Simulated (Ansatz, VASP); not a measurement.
# TlCl: VASP beside Ansatz

File POSCAR:

```
TlCl
1.0
    3.7936346873      0.0000000000      0.0000000000
    0.0000000000      3.7936346873      0.0000000000
    0.0000000000      0.0000000000      3.7936346873
Tl Cl
1 1
Direct
    0.0000000000      0.0000000000      0.0000000000
    0.5000000000      0.5000000000      0.5000000000
```

INCAR.step1

```
  PREC = Accurate
  ENCUT = 400
  EDIFF = 1E-5
  ISMEAR = 0
  SIGMA = 0.01
  LREAL = F
  LASPH = T
  NELM = 120
  ALGO = Normal
  ISIF = 2
  LWAVE = T
  LCHARG = F
  NBANDS = 17
  GGA = PE
  GGA_COMPAT = F
```

INCAR.step2

```
  PREC = Accurate
  ENCUT = 400
  EDIFF = 1E-6
  ISMEAR = 0
  SIGMA = 0.01
  LREAL = F
  LASPH = T
  NELM = 120
  ALGO = Normal
  ISIF = 2
  LWAVE = F
  LCHARG = F
  GGA = PE
  LHFCALC = T
  AEXX = 0.75
  HFSCREEN = 0.5
  PRECFOCK = Normal
  NBANDS = 17
  ISTART = 1
  GGA_COMPAT = F
```

KPOINTS

```
regular mesh
0
Gamma
  4 4 4
```

Input for Ansatz:

```yaml
crystal:
  lattice:
    - [3.7936346873, 0.0, 0.0]
    - [0.0, 3.7936346873, 0.0]
    - [0.0, 0.0, 3.7936346873]
  atoms:
    - { symbol: Tl, position: [0.0, 0.0, 0.0] }
    - { symbol: Cl, position: [0.5, 0.5, 0.5] }
kpoints:
  mp_grid: { grid: [4, 4, 4] }
hamiltonian:
  xc: { exchange: pbe, correlation: pbe, exx: { coeff: 0.75, omega: 0.5 } }
scf:
  occupations: { method: fixed }
  n_extra_bands: 4
output:
  forces: true
  stress: true
  eigenvalues: true
```

Alike in both runs: task single point; functional PBE-based screened hybrid; k mesh 4 × 4 × 4; no spin polarisation.

```csv
,VASP,Ansatz
version,VASP 6.6.1,Ansatz 0.2.0
potentials or method,"VASP PAW PBE potentials, release 64 (Tl_d, Cl)",plane waves
plane-wave cutoff (eV),400,420
occupations,"gaussian, width 0.01 eV",fixed
valence electrons in the cell,20,20
```

|  | VASP | Ansatz | Ansatz less VASP |
| --- | --- | --- | --- |
| gap on the k mesh at the Fermi level (eV) | 2.98 | 2.99 | +0.002 |
| pressure (GPa) | 1.4 | 1.5 | +0.13 |

VASP's potentials were made for PBE, not for PBE-based screened hybrid. Ansatz's warnings: stress exchange threshold loose, stress scf threshold loose.

Neither program's run includes spin-orbit coupling.
